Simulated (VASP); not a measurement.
# GdSi2O (I4/mmm) in VASP: notebook

The runs below take GdSi2O through single point, with PBE.

All numbers are computed with VASP 6.6.1; they aren't measurements. Logs are shortened: lines on timing, memory, paths and dates and some standing lists are left out, and cuts for length are marked.

### Step 1. The cell of the first run

The structure is tetragonal, space group I4/mmm (No. 139). Conventional cell: a = 3.374 Å, b = 3.374 Å, c = 12.395 Å, α = 90.00°, β = 90.00°, γ = 90.00°. Within 3.4 Å of Gd (site symmetry 4/mmm) lie 4 O at 2.39 Å and 2 Si at 3.23 Å and 4 Gd at 3.37 Å. Si (site symmetry 4mm) has 8 Si at 2.40 to 3.37 Å and 1 O at 2.97 Å and 1 Gd at 3.23 Å within 3.4 Å. Within 3.2 Å of O (site symmetry 4/mmm) lie 4 Gd at 2.39 Å and 2 Si at 2.97 Å.

The cell was built from a structure type or drawn by symmetry, and may not be a known phase.

### Step 2. Single point, PBE, collinear spin, ferromagnetic start

INCAR

```
ALGO = Normal ; EDIFF = 1E-6
ENCUT = 520 ; GGA = PE
ISIF = 2 ; ISMEAR = 0
ISPIN = 2 ; LASPH = T
LCHARG = F ; LMAXMIX = 6
LORBIT = 11 ; LREAL = F
LWAVE = F ; MAGMOM = 7 0 0 0
NBANDS = 28 ; NELM = 150
PREC = Accurate ; SIGMA = 0.1
```

KPOINTS

```
k-points
0
Gamma
  6 6 6
```

POSCAR

```
GdSi2O
1.0
   -1.6868417093      1.6868417093      6.1974332344
    1.6868417093     -1.6868417093      6.1974332344
    1.6868417093      1.6868417093     -6.1974332344
Gd Si O
1 2 1
Direct
    0.5000000000      0.5000000000      0.0000000000
    0.2396698107      0.2396698107      0.0000000000
    0.7603301893      0.7603301893      0.0000000000
    0.0000000000      0.0000000000      0.0000000000
```

Potentials or basis: VASP PAW PBE potentials, release 64 (Gd, Si, O).

Launch:

```bash
$ cat potpaw_PBE.64/Gd/POTCAR potpaw_PBE.64/Si/POTCAR potpaw_PBE.64/O/POTCAR > POTCAR
$ mpirun -np 1 vasp_std > vasp.out
```

OUTCAR:

```text
EDIFF = 1E-6
   ENCUT = 520
   GGA = PE
   ISIF = 2
   ISMEAR = 0
   ISPIN = 2
   LASPH = T
   LORBIT = 11
   LREAL = F
   NELM = 150
   PREC = Accurate

 ion  position               nearest neighbor table
   1  0.500  0.500  0.000-   4 2.39   4 2.39   4 2.39   4 2.39   3 3.23   2 3.23
   2  0.240  0.240  0.000-   3 2.40   3 2.40   3 2.40   3 2.40   1 3.23
   3  0.760  0.760  0.000-   2 2.40   2 2.40   2 2.40   2 2.40   1 3.23
   4  0.000  0.000  0.000-   1 2.39   1 2.39   1 2.39   1 2.39

  LATTYP: Found a body centered tetragonal cell.
 ALAT       =     3.3736834186
 C/A-ratio  =     3.6739862432

  Lattice vectors:

 A1 = (  -1.6868417093,   1.6868417093,   6.1974332344)
 A2 = (   1.6868417093,  -1.6868417093,   6.1974332344)
 A3 = (   1.6868417093,   1.6868417093,  -6.1974332344)

Analysis of symmetry for initial positions (statically):
=====================================================================
 Subroutine PRICEL returns:
 Original cell was already a primitive cell.

 Routine SETGRP: Setting up the symmetry group for a
 body centered tetragonal supercell.

 Subroutine GETGRP returns: Found 16 space group operations
 (whereof 16 operations were pure point group operations)
 out of a pool of 16 trial point group operations.

The static configuration has the point symmetry D_4h.

Analysis of symmetry for dynamics (positions and initial velocities):
=====================================================================
 Subroutine PRICEL returns:
 Original cell was already a primitive cell.

 Routine SETGRP: Setting up the symmetry group for a
 body centered tetragonal supercell.

 Subroutine GETGRP returns: Found 16 space group operations
 (whereof 16 operations were pure point group operations)
 out of a pool of 16 trial point group operations.

The dynamic configuration has the point symmetry D_4h.

Analysis of structural, dynamic, and magnetic symmetry:
=====================================================================
 Subroutine PRICEL returns:
 Original cell was already a primitive cell.

 Routine SETGRP: Setting up the symmetry group for a
 body centered tetragonal supercell.

 Subroutine GETGRP returns: Found 16 space group operations
 (whereof 16 operations were pure point group operations)
 out of a pool of 16 trial point group operations.

The overall configuration has the point symmetry D_4h.

 Subroutine INISYM returns: Found 16 space group operations
 (whereof 16 operations are pure point group operations),
 and found     1 'primitive' translations

----------------------------------------------------------------------------------------

                                     Primitive cell

  volume of cell :      70.5376

  direct lattice vectors                    reciprocal lattice vectors
    -1.686841709  1.686841709  6.197433234     0.000000000  0.296411926  0.080678562
     1.686841709 -1.686841709  6.197433234     0.296411926  0.000000000  0.080678562
     1.686841709  1.686841709 -6.197433234     0.296411926  0.296411926  0.000000000

  length of vectors
     6.640711453  6.640711453  6.640711453     0.307195476  0.307195476  0.419189766

  position of ions in fractional coordinates (direct lattice)
     0.500000000  0.500000000  0.000000000
     0.239669811  0.239669811  0.000000000
     0.760330189  0.760330189  0.000000000
     0.000000000  0.000000000  0.000000000

  ion indices of the primitive-cell ions
   primitive index   ion index
                 1           1
                 2           2
                 3           3
                 4           4

----------------------------------------------------------------------------------------

 KPOINTS: k-points

Automatic generation of k-mesh.
 Grid dimensions read from file:
 generate k-points for:    6    6    6

 Generating k-lattice:

  Cartesian coordinates                     Fractional coordinates (reciprocal lattice)
     0.000000000  0.049401988  0.013446427     0.166666667  0.000000000  0.000000000
     0.049401988  0.000000000  0.013446427     0.000000000  0.166666667  0.000000000
     0.049401988  0.049401988  0.000000000     0.000000000  0.000000000  0.166666667

  Length of vectors
     0.051199246  0.051199246  0.069864961

  Shift w.r.t. Gamma in fractional coordinates (k-lattice)
     0.000000000  0.000000000  0.000000000

 Subroutine IBZKPT returns following result:
 ===========================================

 Found     30 irreducible k-points:

 Following reciprocal coordinates:
            Coordinates               Weight
  0.000000  0.000000  0.000000      1.000000
  0.166667 -0.000000  0.000000      8.000000
  0.333333 -0.000000  0.000000      8.000000
  0.500000  0.000000  0.000000      4.000000
  0.166667  0.166667  0.000000      8.000000
  0.333333  0.166667  0.000000     16.000000
[... 16 lines left out ...]
 -0.333333 -0.333333  0.166667      8.000000
 -0.166667 -0.333333  0.166667      8.000000
 [... further k-points ...]
   k-points           NKPTS =     30   k-points in BZ     NKDIM =     30   number of bands    NBANDS=     28
   number of dos      NEDOS =    301   number of ions     NIONS =      4
   total plane-waves  NPLWV = 125000
   dimension x,y,z NGX =    50 NGY =   50 NGZ =   50
   dimension x,y,z NGXF=   100 NGYF=  100 NGZF=  100
   ions per type =               1   2   1
   NGX,Y,Z   is equivalent  to a cutoff of  12.52, 12.52, 12.52 a.u.
   NGXF,Y,Z  is equivalent  to a cutoff of  25.03, 25.03, 25.03 a.u.
 SYSTEM =  unknown system
   PREC   = accura    normal or accurate (medium, high low for compatibility)
   ISTART =      0    job   : 0-new  1-cont  2-samecut
   ICHARG =      2    charge: 1-file 2-atom 10-const
   ISPIN  =      2    spin polarized calculation?
   LNONCOLLINEAR =      F non collinear calculations
   LSORBIT =      F    spin-orbit coupling
   LASPH  =      T    aspherical Exc in radial PAW
   ENCUT  =  520.0 eV  38.22 Ry    6.18 a.u.  12.35 12.35 12.35*2*pi/ulx,y,z
   NELM   =    150;   NELMIN=  2; NELMDL= -5     # of ELM steps
   EDIFF  = 0.1E-05   stopping-criterion for ELM
   LREAL  =      F    real-space projection
   EDIFFG = 0.1E-04   stopping-criterion for IOM
   NSW    =      0    number of steps for IOM
   IBRION =     -1    ionic relax: 0-MD 1-quasi-New 2-CG
   NFREE  =      0    steps in history (QN), initial steepest desc. (CG)
   ISIF   =      2    stress and relaxation
   ISYM   =      2    0-nonsym 1-usesym 2-fastsym
   POTIM  = 0.5000    time-step for ionic-motion
   TEBEG  =    0.0;   TEEND  =   0.0 temperature during run
   PSTRESS=    0.0 pullay stress
   NELECT =      32.0000    total number of electrons
   NUPDOWN=      -1.0000    fix difference up-down
   EMIN   =  10.00;   EMAX   =-10.00  energy-range for DOS
   EFERMI =   0.00;   METHOD = LEGACY
   ISMEAR =     0;   SIGMA  =   0.10  broadening in eV -4-tet -1-fermi 0-gaus
   EFERMI_NEDOS =   21; number of points for ismear=-14 and -15
   IALGO  =     38    algorithm
   IMIX   =      4    mixing-type and parameters
     AMIX     =   0.40;   BMIX     =  1.00
     AMIX_MAG =   1.60;   BMIX_MAG =  1.00
  volume/ion in A,a.u.               =      17.63       119.00
  Fermi-wavevector in a.u.,A,eV,Ry     =   1.257915  2.377115 21.529183  1.582350
  Thomas-Fermi vector in A             =   2.391550
   LORBIT       =     11    0 simple, 1 ext, 2 COOP (PROOUT), +10 PAW based schemes
   GGA     = PE    functional components
   LHFCALC =     F    Hartree Fock is set to
   AEXX    =    0.0000 exact exchange contribution
   IVDW    =     0    specifies the selected vdW correction
   LEPSILON=     F    determine dielectric tensor
   LRPA    =     F    only Hartree local field effects (RPA)
 spin polarized calculation
 Gauss-broadening in eV      SIGMA  =   0.10
  energy-cutoff  :      520.00
  volume of cell :       70.54
 maximum number of plane-waves:      1915
 NGX is ok and might be reduce to    50
   NGX = 25   NGY = 25   NGZ = 25

 number of electron      31.9999998 magnetization       7.0237935

 Free energy of the ion-electron system (eV)
  ---------------------------------------------------
  ext. energy  EPLUGINS =         0.00000000
  ---------------------------------------------------
  free energy    TOTEN  =       -31.88041817 eV

  energy without entropy =      -31.87160994  energy(sigma->0) =      -31.87601405

 E-fermi :   5.8270     XC(G=0): -10.4704

 val. band max:        5.7857804764   @ k =   0.5000   0.3333   0.0000
 cond. band min:       5.8372281378   @ k =   0.3333   0.3333   0.1667
 fundamental gap:      0.0514476614
 Fermi energy:         5.8270473108

 spin component 1

 k-point     1 :       0.0000    0.0000    0.0000
  band No.  band energies     occupation
      1     -39.7548      1.00000
      2     -17.1933      1.00000
      3     -16.8665      1.00000
      4     -16.8665      1.00000
      5     -12.9281      1.00000
      6      -6.1702      1.00000
[... 20 lines left out ...]
     27      10.3134      0.00000
[... 691 lines left out ...]
      6      -5.7979      1.00000
[... 20 lines left out ...]
     27      11.0838      0.00000
     28      11.2342      0.00000

 [... further k-points ...]

 spin component 2

 k-point     1 :       0.0000    0.0000    0.0000
  band No.  band energies     occupation
      1     -36.6651      1.00000
      2     -15.0663      1.00000
      3     -14.6556      1.00000
      4     -14.6556      1.00000
      5     -12.8815      1.00000
      6      -6.1575      1.00000
[... 20 lines left out ...]
     27      11.3988      0.00000
[... 691 lines left out ...]
      6      -5.7752      1.00000
[... 20 lines left out ...]
     27      11.5287      0.00000
     28      12.1997      0.00000

 [... further k-points ...]

------------------------ aborting loop because EDIFF is reached ----------------------------------------

  FORCE on cell =-STRESS in cart. coord.  units (eV):
  Direction    XX          YY          ZZ          XY          YZ          ZX
  --------------------------------------------------------------------------------------
  -------------------------------------------------------------------------------------
  Total        0.0670305      0.0670305      0.0967305      0.0000000      0.0000000      0.0000000
  in kB        1.5225180      1.5225180      2.1971179      0.0000000      0.0000000      0.0000000
  external PRESSURE =       1.7473846 kB  Pullay stress =       0.0000000 kB

 VOLUME and BASIS-vectors are now :
 -----------------------------------------------------------------------------
  energy-cutoff  :      520.00
  volume of cell :       70.54
      direct lattice vectors                 reciprocal lattice vectors
    -1.686841709  1.686841709  6.197433234     0.000000000  0.296411926  0.080678562
     1.686841709 -1.686841709  6.197433234     0.296411926  0.000000000  0.080678562
     1.686841709  1.686841709 -6.197433234     0.296411926  0.296411926  0.000000000

 POSITION                                       TOTAL-FORCE (eV/Angst)
 -----------------------------------------------------------------------------------
      0.00000      0.00000      6.19743        -0.000000     -0.000000      0.000000
      0.00000      0.00000      2.97068         0.000000      0.000000      0.001107
      0.00000      0.00000      9.42419         0.000000      0.000000     -0.001107
      0.00000      0.00000      0.00000        -0.000000     -0.000000      0.000000
 -----------------------------------------------------------------------------------
    total drift:                               -0.000000      0.000000     -0.000000

  FREE ENERGIE OF THE ION-ELECTRON SYSTEM (eV)
  ---------------------------------------------------
  free  energy   TOTEN  =       -31.8804181675 eV

  energy  without entropy=      -31.8716099402  energy(sigma->0) =      -31.87601405

 total charge

# of ion       s       p       d       f       tot
--------------------------------------------------
    1        2.025   5.637   0.441   7.066  15.168
    2        0.803   0.838   0.000   0.000   1.642
    3        0.803   0.838   0.000   0.000   1.642
    4        1.565   3.417   0.000   0.000   4.982
--------------------------------------------------
tot          5.196  10.731   0.441   7.066  23.434

 magnetization (x)

# of ion       s       p       d       f       tot
--------------------------------------------------
    1       -0.006  -0.081   0.063   6.769   6.746
    2        0.001  -0.000   0.000   0.000   0.001
    3        0.001  -0.000   0.000   0.000   0.001
    4       -0.001  -0.003   0.000   0.000  -0.003
--------------------------------------------------
tot         -0.005  -0.084   0.063   6.769   6.744
```

Wall time 17 min (1 thread of Intel Xeon 6975P-C (Granite Rapids), shared host); peak memory 0.51 GiB.

Results:

* Free energy: -31.8804 eV
* Pressure: 0.2 GPa
* Net moment: 7.02 μB per cell
* Site moments: Gd +6.75; Si +0.00; O -0.00 μB
* Valence electrons inside the program's atomic spheres: Gd 15.17; Si 1.64; O 4.98

Levels at points of the mesh, in eV from the Fermi level:
Spin up:
| k point | band 17 | band 18 | band 19 | band 20 | band 21 | band 22 |
| --- | --- | --- | --- | --- | --- | --- |
| (0.00, 0.00, 0.00) | -1.96 | -1.22 | -1.22 | -0.80 | 0.69 | 1.37 |
| (0.50, 0.00, 0.00) | -4.79 | -1.20 | -1.17 | 1.61 | 1.73 | 2.56 |
| (0.50, 0.50, 0.00) | -3.55 | -3.42 | -3.33 | -0.24 | -0.13 | 1.12 |
| (0.50, 0.50, 0.50) | -2.91 | -1.06 | -1.06 | -0.85 | 0.76 | 2.94 |
Spin down:
| k point | band 9 | band 10 | band 11 | band 12 | band 13 | band 14 | band 15 | band 16 |
| --- | --- | --- | --- | --- | --- | --- | --- | --- |
| (0.00, 0.00, 0.00) | -3.75 | -2.18 | -1.20 | -1.20 | -0.05 | 0.20 | 0.42 | 0.42 |
| (0.50, 0.00, 0.00) | -5.16 | -4.66 | -1.25 | -1.00 | 0.22 | 0.24 | 0.36 | 0.40 |
| (0.50, 0.50, 0.00) | -5.50 | -3.69 | -3.60 | -3.54 | 0.08 | 0.25 | 0.28 | 0.32 |
| (0.50, 0.50, 0.50) | -3.75 | -3.75 | -1.12 | -1.12 | -0.12 | 0.22 | 0.44 | 0.45 |

Caveat: spin-orbit coupling is left out, which moves the levels of the heavy elements; a cell with one magnetic atom can't hold antiferromagnetic order, which such compounds often take; semilocal functionals describe open f shells poorly, which spoils levels, moments and volumes. With open d or f shells a metallic result of PBE can be an artefact of self-interaction; +U or a hybrid may open a gap.

### Step 3. Single point, PBE, collinear spin, ferromagnetic start

This run uses another cell than the first one, of 19.44 Å³/atom.

INCAR

```
SYSTEM = GdSi2O
ALGO = Normal ; EDIFF = 1E-6
ENCUT = 520 ; GGA = PE
ISIF = 2 ; ISMEAR = 0
ISPIN = 2 ; LASPH = .TRUE.
LCHARG = .TRUE. ; LELF = .TRUE.
LMAXMIX = 6 ; LORBIT = 11
LREAL = .FALSE. ; LVHAR = .TRUE.
LWAVE = .FALSE. ; MAGMOM = 7 0 0 0
NBANDS = 28 ; NELM = 150
PREC = Accurate ; SIGMA = 0.1
```

KPOINTS

```
k-points
0
G
  6 6 6
  0 0 0
```

POSCAR

```
GdSi2O
1.0
   -2.4185383700      2.4185383700      3.3239341500
    2.4185383700     -2.4185383700      3.3239341500
    2.4185383700      2.4185383700     -3.3239341500
Gd Si O
1 2 1
Direct
    0.5000000000      0.5000000000      0.0000000000
    0.1816835600      0.1816835600      0.0000000000
    0.8183164400      0.8183164400      0.0000000000
    0.0000000000      0.0000000000      0.0000000000
```

Potentials or basis: VASP PAW PBE potentials, release 64 (Gd, Si, O).

Launch:

```bash
$ cat potpaw_PBE.64/Gd/POTCAR potpaw_PBE.64/Si/POTCAR potpaw_PBE.64/O/POTCAR > POTCAR
$ mpirun -np 1 vasp_std > vasp.out
```

Run time: 2.1 min. Hardware: 1 thread of Intel Xeon 6975P-C (Granite Rapids), shared host; peak memory 0.31 GiB.

It converged, with:

```yaml
Free_energy: -9.4611 eV
Pressure: 99.3 GPa
Largest_force: 38.633 eV/Å
Net_moment: 6.23 μB per cell
Site_moments: Gd +6.50; Si -0.10; O -0.02 μB
Valence_electrons_inside_the_program's_atomic_spheres: Gd 15.81; Si 2.32; O 6.12
```

Forces on the atoms (eV/Å):
```
Gd    0.000   0.000   0.000
Si    0.000   0.000  38.633
Si    0.000   0.000 -38.633
O     0.000   0.000   0.000
```

Stress tensor (GPa, compression positive):
```
 -5.85   0.00   0.00
  0.00  -5.85   0.00
  0.00   0.00 309.55
```

Levels at points of the mesh, in eV from the Fermi level:
Spin up:
```tsv
k point	band 15	band 16	band 17	band 18	band 19	band 20	band 21	band 22	band 23	band 24
(0.00, 0.00, 0.00)	-3.94	-3.91	-2.91	-2.91	-1.62	-0.09	0.64	0.97	3.90	4.45
(0.50, 0.00, 0.00)	-3.94	-3.92	-3.65	-1.86	-1.41	0.38	0.94	1.20	2.18	2.34
(0.50, 0.50, 0.00)	-3.95	-3.94	-3.85	-2.06	-1.44	-0.04	0.43	1.84	2.71	3.70
(0.50, 0.50, 0.50)	-3.95	-3.93	-3.86	-1.03	-0.60	0.03	0.03	0.37	0.37	2.17
```
Spin down:
```tsv
k point	band 10	band 11	band 12	band 13	band 14	band 15	band 16	band 17
(0.00, 0.00, 0.00)	-2.92	-2.92	-1.18	-0.86	0.58	0.58	0.90	0.99
(0.50, 0.00, 0.00)	-4.15	-1.62	-1.25	-0.59	-0.22	0.74	0.95	1.00
(0.50, 0.50, 0.00)	-3.89	-2.36	-1.76	0.38	0.60	0.77	0.81	0.94
(0.50, 0.50, 0.50)	-4.09	-0.77	-0.50	-0.50	-0.26	0.30	0.30	0.65
```

Caveat: atoms lie so close that the PAW spheres overlap strongly, which falsifies energies and pressures; the cell stands under pressure; spin-orbit coupling is left out, which moves the levels of the heavy elements; a cell with one magnetic atom can't hold antiferromagnetic order, which such compounds often take; semilocal functionals describe open f shells poorly, which spoils levels, moments and volumes; forces of over 1 eV/Å act on the atoms, so gaps and moduli don't describe the material at rest. The state reached can hang on the start; a lower one may exist.
